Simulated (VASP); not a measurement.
Input of a VASP 6.6.1 run:

The input POSCAR:

```
Si2W
1.0
    3.2112931008      0.0000000000      0.0000000000
    0.0000000000      3.2112931008      0.0000000000
    0.0000000000      0.0000000000     25.3828727967
Si W
6 3
Direct
    0.0000000000      0.0000000000      0.2954748290
    0.0000000000      0.0000000000      0.3970494862
    0.5000000000      0.5000000000      0.4492126714
    0.5000000000      0.5000000000      0.5507873286
    0.0000000000      0.0000000000      0.6029505138
    0.0000000000      0.0000000000      0.7045251710
    0.5000000000      0.5000000000      0.3462621576
    0.0000000000      0.0000000000      0.5000000000
    0.5000000000      0.5000000000      0.6537378424
```

File INCAR.step1:

```
SYSTEM = Si2W
PREC = Accurate
ENCUT = 520
ISMEAR = 0
SIGMA = 0.1
LREAL = .False.
LASPH = .True.
NELM = 80
LDIPOL = .True.
IDIPOL = 3
DIPOL = 0.5 0.5 0.500
NBANDS = 43
GGA = PE
ALGO = Normal
EDIFF = 1E-4
LWAVE = .True.
LCHARG = .False.
```

The input INCAR.step2:

```
SYSTEM = Si2W
PREC = Accurate
ENCUT = 520
EDIFF = 1E-6
ISMEAR = 0
SIGMA = 0.1
LREAL = .False.
LASPH = .True.
NELM = 80
ALGO = Normal
ISIF = 2
LWAVE = .False.
LCHARG = .False.
LDIPOL = .True.
IDIPOL = 3
DIPOL = 0.5 0.5 0.500
METAGGA = R2SCAN
LMIXTAU = .True.
NBANDS = 43
ISTART = 1
```

Contents of KPOINTS:

```
regular mesh
0
Gamma
  11 11 1
  0 0 0
```

Potentials or basis: VASP PAW PBE potentials, release 64 (Si, W_sv).

The run is started by

```sh
$ cat potpaw_PBE.64/Si/POTCAR potpaw_PBE.64/W_sv/POTCAR > POTCAR
$ cp INCAR.step1 INCAR
$ mpirun -np 1 vasp_std > vasp.out
$ cp INCAR.step2 INCAR
$ mpirun -np 1 vasp_std > vasp.out
```

Predict the band gap on the k mesh.

zero (band 33 reaches 3.81 eV, above the bottom of band 34 at 2.88 eV).

Estimate the largest force.

0.446 eV/Å.

Forces in eV/Å, atoms in the order of the input:
```
Si   0.000  0.000  0.405
Si   0.000  0.000 -0.310
Si   0.000  0.000 -0.446
Si   0.000  0.000  0.446
Si   0.000  0.000  0.310
Si   0.000  0.000 -0.405
W    0.000  0.000  0.218
W    0.000  0.000  0.000
W    0.000  0.000 -0.218
```

Caveat: the PAW data sets were made with another functional, which shifts forces and pressure a little; spin-orbit coupling is left out, which moves the levels of the heavy elements.
